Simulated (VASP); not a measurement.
Input of a VASP 6.6.1 run:

Contents of INCAR:

```
SYSTEM = Si2Ni
ALGO = Normal
EDIFF = 1E-7
ENCUT = 520
GGA = PE
ISIF = 2
ISMEAR = 0
LASPH = .True.
LCHARG = .False.
LREAL = .False.
LWAVE = .False.
NBANDS = 27
NELM = 80
PREC = Accurate
SIGMA = 0.1
```

File KPOINTS:

```
k-points
0
Gamma
  10 10 8
  0 0 0
```

File POSCAR:

```
Si2Ni
1.0
    2.8323302291      2.8323302291      0.0000000000
   -2.8323302291      2.8323302291      0.0000000000
    0.0000000000      0.0000000000      5.3160659684
Si Ni
4 2
Direct
    0.0000000000      0.5000000000      0.7500000000
    0.5000000000      0.0000000000      0.7500000000
    0.5000000000      0.0000000000      0.2500000000
    0.0000000000      0.5000000000      0.2500000000
    0.0000000000      0.0000000000      0.0000000000
    0.5000000000      0.5000000000      0.5000000000
```

Potentials or basis: VASP PAW PBE potentials, release 64 (Si, Ni).

Command:

```console
$ cat potpaw_PBE.64/Si/POTCAR potpaw_PBE.64/Ni/POTCAR > POTCAR
$ mpirun -np 1 vasp_std > vasp.out
```

(1) Predict the pressure.

(2) What does it give for the band gap on the k mesh?

## Answers

(1) -6.9 GPa.

(2) zero (band 18 reaches 10.45 eV, above the bottom of band 19 at 8.58 eV).

Caveat: the cell differs from its parent crystal (biaxial strain in the a-b plane: +4.0 %).
